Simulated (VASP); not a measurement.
# AgPt3 (Pm-3m) in VASP: notebook, part 2 of 2

VASP 6.6.1.

**3. Electric field gradients, LDA (volume scaled by 1.04)**

The input, INCAR:

```
ALGO = Normal
EDIFF = 1E-8
ENCUT = 520
ISIF = 2
ISMEAR = -1
LASPH = True
LCHARG = False
LEFG = True
LREAL = False
LWAVE = False
NBANDS = 28
NELM = 60
PREC = Accurate
SIGMA = 0.08
```

The input, KPOINTS:

```
k-points
0
Gamma
  9 9 9
```

The input, POSCAR:

```
AgPt3
1.0
    3.9513216749      0.0000000000      0.0000000000
    0.0000000000      3.9513216749      0.0000000000
    0.0000000000      0.0000000000      3.9513216749
Ag Pt
1 3
Direct
    0.0000000000      0.0000000000      0.0000000000
    0.0000000000      0.5000000000      0.5000000000
    0.5000000000      0.0000000000      0.5000000000
    0.5000000000      0.5000000000      0.0000000000
```

Potentials or basis: VASP PAW LDA potentials, release 64 (Ag, Pt).

On the command line:

```bash
> cat potpaw_LDA.64/Ag/POTCAR potpaw_LDA.64/Pt/POTCAR > POTCAR
> mpirun -np 1 vasp_std > vasp.out
```

OUTCAR:

```text
EDIFF = 1E-8
   ENCUT = 520
   ISIF = 2
   ISMEAR = -1
   LASPH = True
   LREAL = False
   NELM = 60
   PREC = Accurate

 ion  position               nearest neighbor table
   1  0.000  0.000  0.000-   2 2.79   3 2.79   4 2.79   2 2.79   3 2.79   2 2.79   4 2.79   2 2.79
                             3 2.79   4 2.79   3 2.79   4 2.79
   2  0.000  0.500  0.500-   1 2.79   3 2.79   4 2.79   1 2.79   4 2.79   1 2.79   3 2.79   1 2.79
                             3 2.79   4 2.79   4 2.79   3 2.79
   3  0.500  0.000  0.500-   1 2.79   2 2.79   4 2.79   1 2.79   4 2.79   2 2.79   4 2.79   4 2.79
                             1 2.79   2 2.79   1 2.79   2 2.79
   4  0.500  0.500  0.000-   1 2.79   2 2.79   3 2.79   2 2.79   3 2.79   1 2.79   3 2.79   3 2.79
                             1 2.79   2 2.79   2 2.79   1 2.79

  LATTYP: Found a simple cubic cell.
 ALAT       =     3.9513216749

  Lattice vectors:

 A1 = (   3.9513216749,   0.0000000000,   0.0000000000)
 A2 = (   0.0000000000,   3.9513216749,   0.0000000000)
 A3 = (   0.0000000000,   0.0000000000,   3.9513216749)

Analysis of symmetry for initial positions (statically):
=====================================================================
 Subroutine PRICEL returns:
 Original cell was already a primitive cell.

 Routine SETGRP: Setting up the symmetry group for a
 simple cubic supercell.

 Subroutine GETGRP returns: Found 48 space group operations
 (whereof 48 operations were pure point group operations)
 out of a pool of 48 trial point group operations.

The static configuration has the point symmetry O_h .

Analysis of symmetry for dynamics (positions and initial velocities):
=====================================================================
 Subroutine PRICEL returns:
 Original cell was already a primitive cell.

[... 917 lines left out ...]
  -------------------------------------------------------------------------------------
  Total       -2.6299443     -2.6299443     -2.6299443     -0.0000000      0.0000000     -0.0000000
  in kB      -68.3014569    -68.3014569    -68.3014569     -0.0000000      0.0000000     -0.0000000
  external PRESSURE =     -68.3014569 kB  Pullay stress =       0.0000000 kB

 VOLUME and BASIS-vectors are now :
 -----------------------------------------------------------------------------
  energy-cutoff  :      520.00
  volume of cell :       61.69
      direct lattice vectors                 reciprocal lattice vectors
     3.951321675  0.000000000  0.000000000     0.253079876  0.000000000  0.000000000
     0.000000000  3.951321675  0.000000000     0.000000000  0.253079876  0.000000000
     0.000000000  0.000000000  3.951321675     0.000000000  0.000000000  0.253079876

 POSITION                                       TOTAL-FORCE (eV/Angst)
 -----------------------------------------------------------------------------------
      0.00000      0.00000      0.00000         0.000000      0.000000      0.000000
      0.00000      1.97566      1.97566         0.000000      0.000000      0.000000
      1.97566      0.00000      1.97566         0.000000      0.000000      0.000000
      1.97566      1.97566      0.00000         0.000000      0.000000      0.000000
 -----------------------------------------------------------------------------------
    total drift:                                0.000000      0.000000     -0.000000

  FREE ENERGIE OF THE ION-ELECTRON SYSTEM (eV)
  ---------------------------------------------------
  free  energy   TOTEN  =       -26.2179480498 eV

  energy  without entropy=      -26.1437967707  energy(sigma->0) =      -26.18087241

 Electric field gradients (V/A^2)
---------------------------------------------------------------------
 ion       V_xx      V_yy      V_zz      V_xy      V_xz      V_yz
---------------------------------------------------------------------
   1       0.000     0.000     0.000    -0.000    -0.000     0.000
   2     -11.768     5.884     5.884     0.000     0.000    -0.000
   3       5.884   -11.768     5.884     0.000    -0.000    -0.000
   4       5.884     5.884   -11.768    -0.000     0.000     0.000
---------------------------------------------------------------------

 Electric field gradients after diagonalization (V/A^2)
 (convention: |V_zz| > |V_xx| > |V_yy|)
----------------------------------------------------------------------
 ion       V_xx      V_yy      V_zz     asymmetry (V_yy - V_xx)/ V_zz
----------------------------------------------------------------------
   1       0.000     0.000     0.000      -0.014
   2       5.884     5.884   -11.768       0.000
   3       5.884     5.884   -11.768       0.000
   4       5.884     5.884   -11.768       0.000
----------------------------------------------------------------------

           NMR quadrupolar parameters

 Cq : quadrupolar parameter    Cq=e*Q*V_zz/h
 eta: asymmetry parameters     (V_yy - V_xx)/ V_zz
 Q  : nuclear electric quadrupole moment in mb (millibarn)
----------------------------------------------------------------------
 ion       Cq(MHz)       eta       Q (mb)
----------------------------------------------------------------------
   1       0.000      -0.014       1.000
   2      -0.028       0.000       1.000
   3      -0.028       0.000       1.000
   4      -0.028       0.000       1.000
----------------------------------------------------------------------
```

OSZICAR:

```text
N       E                     dE             d eps       ncg     rms          rms(c)
DAV:   1     0.260362828437E+03    0.26036E+03   -0.20699E+04  1968   0.140E+03
DAV:   2    -0.197384446734E+02   -0.28010E+03   -0.26940E+03  2172   0.324E+02
DAV:   3    -0.277598470324E+02   -0.80214E+01   -0.78968E+01  2156   0.553E+01
DAV:   4    -0.278196403245E+02   -0.59793E-01   -0.59767E-01  2084   0.487E+00
DAV:   5    -0.278202333783E+02   -0.59305E-03   -0.59305E-03  2108   0.531E-01    0.218E+01
DAV:   6    -0.263562891168E+02    0.14639E+01   -0.32886E+00  2040   0.161E+01    0.118E+01
DAV:   7    -0.262462003909E+02    0.11009E+00   -0.45985E-01  2068   0.614E+00    0.449E+00
DAV:   8    -0.262235178376E+02    0.22683E-01   -0.91050E-02  2048   0.493E+00    0.198E+00
DAV:   9    -0.262180712941E+02    0.54465E-02   -0.17356E-02  2052   0.164E+00    0.163E-01
DAV:  10    -0.262179526422E+02    0.11865E-03   -0.89236E-04  2056   0.393E-01    0.848E-02
DAV:  11    -0.262179483427E+02    0.42996E-05   -0.14023E-04  2056   0.148E-01    0.137E-02
DAV:  12    -0.262179483177E+02    0.25027E-07   -0.10728E-05  2116   0.255E-02    0.732E-03
DAV:  13    -0.262179480482E+02    0.26944E-06   -0.11134E-06  2076   0.855E-03    0.622E-04
DAV:  14    -0.262179480498E+02   -0.16162E-08   -0.99267E-09  1228   0.731E-04
   1 F= -.26217948E+02 E0= -.26180872E+02  d E =-.741513E-01
```

Run time: 21 s. Hardware: 1 thread of Intel Xeon 6975P-C (Granite Rapids), shared host; peak memory 0.18 GiB.

Results:

```
Free energy : -26.2179 eV
Pressure    : -6.8 GPa
```

Electric field gradients, principal values (V/Å²):
```csv
atom,least,middle,greatest (by size)
1 Ag,0.000,0.000,0.000
2 Pt,5.884,5.884,-11.768
3 Pt,5.884,5.884,-11.768
4 Pt,5.884,5.884,-11.768
```

Caveat: without QUAD_EFG the Cq values of the log hold for a quadrupole moment of 1 mb, not for the nuclei.
